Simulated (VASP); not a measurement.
Fe, 2 atoms in the cell. The structure is hexagonal, space group P6_3/mmc (No. 194). The conventional cell has a = 2.474 Å, b = 2.474 Å, c = 3.913 Å, α = 90.00°, β = 90.00°, γ = 120.00°. Fe (site symmetry -6m2) has 12 Fe at 2.42 to 2.47 Å within 3.2 Å. This isn't the form of Fe at room conditions, which is bcc.

| Item | Value |
| --- | --- |
| Program | VASP 6.6.1 |
| Task | single point |
| Functional | revPBE |
| Potentials or basis | VASP PAW PBE potentials, release 64 (Fe) |
| Cutoff | 600 eV |
| k mesh | 14 × 14 × 8 |
| Occupations | fermi-dirac, width 0.1 eV |
| Spin | no spin polarisation |
| Dipole correction | no |
| Further INCAR settings | ALGO = Normal; EDIFF = 1e-06; NBANDS = 15 |

Potentials or basis: VASP PAW PBE potentials, release 64 (Fe).

Launch:

```console
$ cat potpaw_PBE.64/Fe/POTCAR > POTCAR
$ mpirun -np 1 vasp_std > vasp.out
```

Hardware: 1 thread of Intel(R) Xeon(R) Platinum 8559C (Emerald Rapids), on a shared host.

How long does it take, and how much memory?

It took 22 s on 1 thread of Intel(R) Xeon(R) Platinum 8559C (Emerald Rapids), with other jobs on the host, peak memory 0.16 GiB. Counts: scf iterations 12, k points 120.
